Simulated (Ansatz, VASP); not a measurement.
## One calculation of PbS, two programs

```
Pb S
1.0
    -0.00072    3.24694    3.30594
     3.25592   -0.02737    3.33259
     3.24386    3.26153   -0.01531
Pb S
1 1
Direct
  0.98597 0.00487 0.00211
  0.26403 0.24513 0.24789
```

Change from the starting cell: all atoms moved at random (sigma 0.03 Å), cell strained at random (1 %).

Alike in both runs: task single point; functional r2SCAN; k mesh 6 × 6 × 6; occupations gaussian, width 0.05 eV; no spin polarisation.

```csv
,VASP,Ansatz
version,VASP 6.6.1,Ansatz 0.2.0
potentials or method,"VASP PAW PBE potentials, release 64 (Pb_d, S), cutoff 520 eV","scalar-relativistic, plane waves, PAW"
valence electrons in the cell,20,20
```

Ansatz gave:

- gap on the k mesh at the Fermi level (eV): 0.95
- least direct gap on the mesh (eV): 1.43
- pressure (GPa): 0.9
- traceless stress, the component that is largest in VASP (GPa): -0.77
- rms of the force components (eV/Å): 0.250

**Question.** Estimate VASP's values.

**Answer.** gap on the k mesh at the Fermi level (eV): 0.95; least direct gap on the mesh (eV): 1.43; pressure (GPa): 0.9; traceless stress, the component that is largest in VASP (GPa): -0.78; rms of the force components (eV/Å): 0.252.

VASP's potentials were made for PBE, not for r2SCAN. Atom by atom the forces differ by 0.002 eV/Å (rms over components). With one functional, cell and mesh, what is left measures potentials, basis and numerics.

Neither program's run includes spin-orbit coupling.
